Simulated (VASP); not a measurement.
Input of a VASP 6.6.1 run:

INCAR

```
SYSTEM = ZrC
ALGO     = Normal         ! electronic algorithm
EDIFF    = 1E-7           ! SCF threshold, eV
ENCUT    = 520            ! plane-wave cutoff, eV
GGA      = PS             ! functional
ISIF     = 2              ! what is computed and relaxed
ISMEAR   = -1             ! smearing method
LASPH    = .True.         ! aspherical terms in the spheres
LCHARG   = .False.        ! write CHGCAR
LREAL    = .False.        ! projectors in reciprocal space
LWAVE    = .False.        ! write WAVECAR
NBANDS   = 15             ! bands
NELM     = 60             ! most SCF steps
PREC     = Accurate       ! precision mode
SIGMA    = 0.1            ! smearing width, eV
```

Contents of KPOINTS:

```
k-points
0
Gamma
  14 14 14
  0 0 0
```

POSCAR

```
ZrC
1.0
    0.0000000000      2.3346477565      2.3346477565
    2.3346477565      0.0000000000      2.3346477565
    2.3346477565      2.3346477565      0.0000000000
Zr C
1 1
Direct
    0.5000000000      0.5000000000      0.5000000000
    0.0000000000      0.0000000000      0.0000000000
```

Potentials or basis: VASP PAW PBE potentials, release 64 (Zr_sv, C).

Command:

```sh
$ cat potpaw_PBE.64/Zr_sv/POTCAR potpaw_PBE.64/C/POTCAR > POTCAR
$ mpirun -np 1 vasp_std > vasp.out
```

(1) What does it give for the pressure?

(2) Estimate the band gap on the k mesh.

Results:

(1) 0.3 GPa.

(2) zero (bands 8 and 9 overlap by 1.32 eV).

Caveat: the PAW data sets were made with another functional, which shifts forces and pressure a little.
